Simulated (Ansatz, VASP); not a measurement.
# One calculation of RbCl, two programs

```
Rb Cl
1.0
    -0.01637    3.26581    3.26581
     3.26581   -0.01637    3.26581
     3.26581    3.26581   -0.01637
Rb Cl
1 1
Direct
  0.00000 0.00000 0.00000
  0.50000 0.50000 0.50000
```

Change from the starting cell: equal xy, yz and zx engineering shears of -0.5 %.

Alike in both runs: functional PBEsol; k mesh 6 × 6 × 6; no spin polarisation.

Ansatz relaxed the structure, and its values are those at the end. VASP's run is a single point on that final structure, the one shown.

```csv
,VASP,Ansatz
version,VASP 6.6.1,Ansatz 0.2.0
potentials or method,"VASP PAW PBE potentials, release 64 (Rb_sv, Cl), cutoff 500 eV","all-electron LAPW, scalar-relativistic"
occupations,"gaussian, width 0.01 eV",fixed
```

```csv
,VASP,Ansatz,Ansatz less VASP
gap on the k mesh at the Fermi level (eV),4.88,4.88,+0.004
pressure (GPa),0.0,0.0,-0.01
```

VASP's potentials were made for PBE, not for PBEsol. Ansatz ran all-electron here, and VASP with PAW potentials.
